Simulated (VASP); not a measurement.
# Bi (Im-3m) in VASP: further runs

Runs on Bi. Level: PBEsol+D3(BJ). Tasks: single point.

Everything below comes from runs of VASP 6.6.1. Logs are shortened: lines on timing, memory, paths and dates and some standing lists are left out, and cuts for length are marked.

### Step 1. The cell of the first run

It takes space group Im-3m (No. 229, cubic). Conventional cell: a = 3.898 Å, b = 3.898 Å, c = 3.898 Å, α = 90.00°, β = 90.00°, γ = 90.00°. Within 4.4 Å of Bi (site symmetry m-3m) lie 14 Bi at 3.38 to 3.90 Å.

This isn't the form of Bi at room conditions, which is rhombohedral.

### Step 2. Single point, PBEsol+D3(BJ) (29.62 Å³/atom)

INCAR reads:

```
PREC = Accurate
ENCUT = 520
EDIFF = 1E-7
ISMEAR = 0
SIGMA = 0.15
LREAL = False
LASPH = True
NELM = 80
ALGO = Fast
ISIF = 2
LWAVE = False
LCHARG = False
GGA = PS
IVDW = 12
NBANDS = 14
```

KPOINTS reads:

```
regular mesh
0
Gamma
  18 18 18
```

POSCAR reads:

```
Bi
1.0
   -1.9491778257      1.9491778257      1.9491778257
    1.9491778257     -1.9491778257      1.9491778257
    1.9491778257      1.9491778257     -1.9491778257
Bi
1
Direct
    0.0000000000      0.0000000000      0.0000000000
```

Potentials or basis: VASP PAW PBE potentials, release 64 (Bi_d).

Launch:

```bash
$ cat potpaw_PBE.64/Bi_d/POTCAR > POTCAR
$ mpirun -np 1 vasp_std > vasp.out
```

OUTCAR:

```text
PREC = Accurate
   ENCUT = 520
   EDIFF = 1E-7
   ISMEAR = 0
   LREAL = False
   LASPH = True
   NELM = 80
   ISIF = 2
   GGA = PS
   IVDW = 12
 IVDW          = 12

 ion  position               nearest neighbor table
   1  0.000  0.000  0.000-

  LATTYP: Found a body centered cubic cell.
 ALAT       =     3.8983556514

  Lattice vectors:

 A1 = (  -1.9491778257,   1.9491778257,   1.9491778257)
 A2 = (   1.9491778257,  -1.9491778257,   1.9491778257)
 A3 = (   1.9491778257,   1.9491778257,  -1.9491778257)

Analysis of symmetry for initial positions (statically):
=====================================================================
 Subroutine PRICEL returns:
 Original cell was already a primitive cell.

 Routine SETGRP: Setting up the symmetry group for a
 body centered cubic supercell.

 Subroutine GETGRP returns: Found 48 space group operations
 (whereof 48 operations were pure point group operations)
 out of a pool of 48 trial point group operations.

The static configuration has the point symmetry O_h .

Analysis of symmetry for dynamics (positions and initial velocities):
=====================================================================
 Subroutine PRICEL returns:
 Original cell was already a primitive cell.

 Routine SETGRP: Setting up the symmetry group for a
 body centered cubic supercell.

 Subroutine GETGRP returns: Found 48 space group operations
 (whereof 48 operations were pure point group operations)
 out of a pool of 48 trial point group operations.

The dynamic configuration has the point symmetry O_h .

 Subroutine INISYM returns: Found 48 space group operations
 (whereof 48 operations are pure point group operations),
 and found     1 'primitive' translations

----------------------------------------------------------------------------------------

                                     Primitive cell

  volume of cell :      29.6220

  direct lattice vectors                    reciprocal lattice vectors
    -1.949177826  1.949177826  1.949177826     0.000000000  0.256518412  0.256518412
     1.949177826 -1.949177826  1.949177826     0.256518412  0.000000000  0.256518412
     1.949177826  1.949177826 -1.949177826     0.256518412  0.256518412  0.000000000

  length of vectors
     3.376075027  3.376075027  3.376075027     0.362771817  0.362771817  0.362771817

  position of ions in fractional coordinates (direct lattice)
     0.000000000  0.000000000  0.000000000

  ion indices of the primitive-cell ions
   primitive index   ion index
                 1           1

----------------------------------------------------------------------------------------

 KPOINTS: regular mesh

Automatic generation of k-mesh.
 Grid dimensions read from file:
 generate k-points for:   18   18   18

 Generating k-lattice:

  Cartesian coordinates                     Fractional coordinates (reciprocal lattice)
     0.000000000  0.014251023  0.014251023     0.055555556  0.000000000  0.000000000
     0.014251023  0.000000000  0.014251023     0.000000000  0.055555556  0.000000000
     0.014251023  0.014251023  0.000000000     0.000000000  0.000000000  0.055555556

  Length of vectors
     0.020153990  0.020153990  0.020153990

  Shift w.r.t. Gamma in fractional coordinates (k-lattice)
     0.000000000  0.000000000  0.000000000

 Subroutine IBZKPT returns following result:
 ===========================================

 Found    195 irreducible k-points:

 Following reciprocal coordinates:
            Coordinates               Weight
  0.000000  0.000000  0.000000      1.000000
  0.055556  0.000000  0.000000     12.000000
  0.111111  0.000000  0.000000     12.000000
  0.166667  0.000000  0.000000     12.000000
  0.222222  0.000000  0.000000     12.000000
  0.277778  0.000000  0.000000     12.000000
[... 16 lines left out ...]
  0.333333  0.111111  0.000000     48.000000
  0.388889  0.111111 -0.000000     48.000000
 [... further k-points ...]
   k-points           NKPTS =    195   k-points in BZ     NKDIM =    195   number of bands    NBANDS=     14
   number of dos      NEDOS =    301   number of ions     NIONS =      1
   total plane-waves  NPLWV =  21952
   dimension x,y,z NGX =    28 NGY =   28 NGZ =   28
   dimension x,y,z NGXF=    56 NGYF=   56 NGZF=   56
   ions per type =               1
   NGX,Y,Z   is equivalent  to a cutoff of  13.79, 13.79, 13.79 a.u.
   NGXF,Y,Z  is equivalent  to a cutoff of  27.58, 27.58, 27.58 a.u.
 SYSTEM =  unknown system
   PREC   = accura    normal or accurate (medium, high low for compatibility)
   ISTART =      0    job   : 0-new  1-cont  2-samecut
   ICHARG =      2    charge: 1-file 2-atom 10-const
   ISPIN  =      1    spin polarized calculation?
   LNONCOLLINEAR =      F non collinear calculations
   LSORBIT =      F    spin-orbit coupling
   LASPH  =      T    aspherical Exc in radial PAW
   ENCUT  =  520.0 eV  38.22 Ry    6.18 a.u.   6.28  6.28  6.28*2*pi/ulx,y,z
   NELM   =     80;   NELMIN=  2; NELMDL= -5     # of ELM steps
   EDIFF  = 0.1E-06   stopping-criterion for ELM
   LREAL  =      F    real-space projection
   EDIFFG = 0.1E-05   stopping-criterion for IOM
   NSW    =      0    number of steps for IOM
   IBRION =     -1    ionic relax: 0-MD 1-quasi-New 2-CG
   NFREE  =      0    steps in history (QN), initial steepest desc. (CG)
   ISIF   =      2    stress and relaxation
   ISYM   =      2    0-nonsym 1-usesym 2-fastsym
   POTIM  = 0.5000    time-step for ionic-motion
   TEBEG  =    0.0;   TEEND  =   0.0 temperature during run
   PSTRESS=    0.0 pullay stress
   NELECT =      15.0000    total number of electrons
   NUPDOWN=      -1.0000    fix difference up-down
   EMIN   =  10.00;   EMAX   =-10.00  energy-range for DOS
   EFERMI =   0.00;   METHOD = LEGACY
   ISMEAR =     0;   SIGMA  =   0.15  broadening in eV -4-tet -1-fermi 0-gaus
   EFERMI_NEDOS =   21; number of points for ismear=-14 and -15
   IALGO  =     68    algorithm
   IMIX   =      4    mixing-type and parameters
     AMIX     =   0.40;   BMIX     =  1.00
     AMIX_MAG =   1.60;   BMIX_MAG =  1.00
  volume/ion in A,a.u.               =      29.62       199.90
  Fermi-wavevector in a.u.,A,eV,Ry     =   1.304870  2.465846 23.166433  1.702685
  Thomas-Fermi vector in A             =   2.435777
   LORBIT       =      0    0 simple, 1 ext, 2 COOP (PROOUT), +10 PAW based schemes
   GGA     = PS    functional components
   LHFCALC =     F    Hartree Fock is set to
   AEXX    =    0.0000 exact exchange contribution
   IVDW    =    12    specifies the selected vdW correction
   LEPSILON=     F    determine dielectric tensor
   LRPA    =     F    only Hartree local field effects (RPA)
 non-spin polarized calculation
 RMM-DIIS sequential band-by-band and
 Gauss-broadening in eV      SIGMA  =   0.15
  energy-cutoff  :      520.00
  volume of cell :       29.62
 maximum number of plane-waves:       814
 NGX is ok and might be reduce to    28
   NGX = 13   NGY = 13   NGZ = 13

 number of electron      15.0000004 magnetization

 Free energy of the ion-electron system (eV)
  ---------------------------------------------------
  ext. energy  EPLUGINS =         0.00000000
  ---------------------------------------------------
  free energy    TOTEN  =        -4.21947567 eV

  energy without entropy =       -4.20994156  energy(sigma->0) =       -4.21470861

 E-fermi :   8.3925     XC(G=0): -10.6766

 val. band max:        8.3806362594   @ k =  -0.3333   0.3889   0.2778
 cond. band min:       8.4076570690   @ k =   0.3889   0.1111   0.0556
 fundamental gap:      0.0270208096
 Fermi energy:         8.3925370525

 k-point     1 :       0.0000    0.0000    0.0000
  band No.  band energies     occupation
      1     -14.6167      2.00000
      2     -14.6167      2.00000
      3     -14.6167      2.00000
      4     -14.4638      2.00000
      5     -14.4638      2.00000
      6      -5.5114      2.00000
      7      13.8555      0.00000
      8      13.8555      0.00000
      9      13.8555      0.00000
     10      18.1303      0.00000
     11      18.8598      0.00000
     12      18.8598      0.00000
     13      18.8598      0.00000
     14      20.3893      0.00000

 k-point     2 :       0.0556    0.0000    0.0000
  band No.  band energies     occupation
      1     -14.6182      2.00000
      2     -14.6143      2.00000
      3     -14.6094      2.00000
      4     -14.4655      2.00000
      5     -14.4640      2.00000
      6      -5.4515      2.00000
      7      13.1795      0.00000
      8      13.6587      0.00000
      9      13.7957      0.00000
     10      18.1976      0.00000
     11      18.5610      0.00000
     12      18.6889      0.00000
     13      18.7626      0.00000
     14      20.6560      0.00000

 k-point     3 :       0.1111    0.0000    0.0000
  band No.  band energies     occupation
      1     -14.6223      2.00000
      2     -14.6077      2.00000
      3     -14.5882      2.00000
      4     -14.4702      2.00000
      5     -14.4649      2.00000
      6      -5.2725      2.00000
      7      11.7388      0.00000
      8      13.1572      0.00000
      9      13.6200      0.00000
     10      17.3043      0.00000
     11      18.0330      0.00000
     12      18.6302      0.00000
     13      19.5931      0.00000
     14      21.3589      0.00000
[... 324 lines left out ...]
 k-point    23 :       0.3333    0.1111    0.0000
  band No.  band energies     occupation
      1     -14.6471      2.00000
      2     -14.5802      2.00000
      3     -14.4814      2.00000
      4     -14.4743      2.00000
      5     -14.4027      2.00000
      6      -2.7497      2.00000
      7       4.3530      2.00000
      8       9.1921      0.00000
      9      11.5192      0.00000
     10      15.6290      0.00000
     11      17.7309      0.00000
     12      19.4470      0.00000
     13      22.2826      0.00000
     14      25.5841      0.00000

 k-point    24 :       0.3889    0.1111   -0.0000
  band No.  band energies     occupation
      1     -14.6507      2.00000
      2     -14.5815      2.00000
      3     -14.4775      2.00000
      4     -14.4743      2.00000
      5     -14.3847      2.00000
      6      -2.2680      2.00000
      7       3.5273      2.00000
      8       8.9413      0.00000
      9      11.3671      0.00000
     10      15.4812      0.00000
     11      17.6494      0.00000
     12      20.0510      0.00000
     13      21.8519      0.00000
     14      25.8092      0.00000

 [... further k-points ...]

------------------------ aborting loop because EDIFF is reached ----------------------------------------

 Edisp (eV)   -0.55114

 E8    (eV) :    -0.3943

  FORCE on cell =-STRESS in cart. coord.  units (eV):
  Direction    XX          YY          ZZ          XY          YZ          ZX
  --------------------------------------------------------------------------------------
  -------------------------------------------------------------------------------------
  Total      -0.44729    -0.44729    -0.44729    -0.00000     0.00000    -0.00000
  in kB     -24.19292   -24.19292   -24.19292    -0.00000     0.00000    -0.00000
  external pressure =      -24.19 kB  Pullay stress =        0.00 kB

 VOLUME and BASIS-vectors are now :
 -----------------------------------------------------------------------------
  energy-cutoff  :      520.00
  volume of cell :       29.62
      direct lattice vectors                 reciprocal lattice vectors
    -1.949177826  1.949177826  1.949177826     0.000000000  0.256518412  0.256518412
     1.949177826 -1.949177826  1.949177826     0.256518412  0.000000000  0.256518412
     1.949177826  1.949177826 -1.949177826     0.256518412  0.256518412  0.000000000

 POSITION                                       TOTAL-FORCE (eV/Angst)
 -----------------------------------------------------------------------------------
      0.00000      0.00000      0.00000        -0.000000     -0.000000     -0.000000
 -----------------------------------------------------------------------------------
    total drift:                                0.000000      0.000000      0.000000

  FREE ENERGIE OF THE ION-ELECTRON SYSTEM (eV)
  ---------------------------------------------------
  free  energy   TOTEN  =        -4.7706186669 eV

  energy  without entropy=       -4.7610845576  energy(sigma->0) =       -4.76585161
```

Wall time 58 s (1 thread of AMD EPYC 9R45 (Zen 5), shared host); peak memory 0.18 GiB.

What came out:

| Item | Value |
| --- | --- |
| Free energy | -4.7706 eV |
| Pressure | -2.4 GPa |
| Band gap on the k mesh | zero (an odd number of electrons rules out a gap without spin polarisation) |
| Dispersion energy per atom | -0.551 eV |

Caveat: the PAW data sets were made with another functional, which shifts forces and pressure a little; spin-orbit coupling is left out, which moves the levels of the heavy elements.

(Continued in part 2 of 2.)

The gap in the log of VASP goes by the Fermi energy; the results here count the filled bands.